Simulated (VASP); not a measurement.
A run of VASP 6.6.1 is set up as follows.

File INCAR:

```
ALGO     = Normal         # electronic algorithm
EDIFF    = 1E-6           # SCF threshold, eV
ENCUT    = 530            # plane-wave cutoff, eV
GGA_COMPAT= False        
ISIF     = 2              # what is computed and relaxed
ISMEAR   = -1             # smearing method
LASPH    = True           # aspherical terms in the spheres
LCHARG   = True           # write CHGCAR
LELF     = True           # ELF
LREAL    = False          # projectors in reciprocal space
LVHAR    = True         
LWAVE    = False          # write WAVECAR
NBANDS   = 40             # bands
NELM     = 120            # most SCF steps
PREC     = Accurate       # precision mode
SIGMA    = 0.15           # smearing width, eV
```

KPOINTS

```
k-points
0
Gamma
  12 12 12
```

File POSCAR:

```
TaRh3
1.0
    3.8212841434      0.0000000000      0.0000000000
    0.0000000000      3.8212841434      0.0000000000
    0.0000000000      0.0000000000      3.8212841434
Ta Rh
1 3
Direct
    0.0000000000      0.0000000000      0.0000000000
    0.0000000000      0.5000000000      0.5000000000
    0.5000000000      0.0000000000      0.5000000000
    0.5000000000      0.5000000000      0.0000000000
```

Potentials or basis: VASP PAW LDA potentials, release 64 (Ta_sv_GW, Rh_sv_GW).

The run is started by

```bash
$ cat potpaw_LDA.64/Ta_sv_GW/POTCAR potpaw_LDA.64/Rh_sv_GW/POTCAR > POTCAR
$ mpirun -np 1 vasp_std > vasp.out
```

Task: Estimate the pressure.

Result: -1.4 GPa.

Task: Estimate the band gap on the k mesh.

Result: Zero (band 32 reaches 12.58 eV, above the bottom of band 33 at 10.48 eV).

Caveat: spin-orbit coupling is left out, which moves the levels of the heavy elements.
